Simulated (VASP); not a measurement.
Ti, 1 atom in the cell. It takes space group I4/mmm (No. 139, tetragonal). The conventional cell has a = 3.336 Å, b = 3.336 Å, c = 3.595 Å, α = 90.00°, β = 90.00°, γ = 90.00°. Ti (site symmetry 4/mmm) has 14 Ti at 2.97 to 3.60 Å within 3.9 Å. 

| Quantity | Value |
| --- | --- |
| Program | VASP 6.6.1 |
| Task | single point |
| Functional | PBE |
| Potentials or basis | VASP PAW PBE potentials, release 64 (Ti_sv) |
| Cutoff | 520 eV |
| k mesh | 22 × 22 × 22 |
| Occupations | gaussian, width 0.15 eV |
| Spin | no spin polarisation |
| Dipole correction | no |
| Further INCAR settings | ALGO = Fast; EDIFF = 1e-06; NBANDS = 12 |

Potentials or basis: VASP PAW PBE potentials, release 64 (Ti_sv).

Launch:

```sh
$ cat potpaw_PBE.64/Ti_sv/POTCAR > POTCAR
$ mpirun -np 1 vasp_std > vasp.out
```

Hardware: 1 thread of Intel(R) Xeon(R) 6975P-C (Granite Rapids) (shared host).

Q: How long does it take, and how much memory?

A: It took 91 s on 1 thread of Intel(R) Xeon(R) 6975P-C (Granite Rapids), on a shared host, peak memory 0.31 GiB. Counts: scf iterations 20, k points 834.
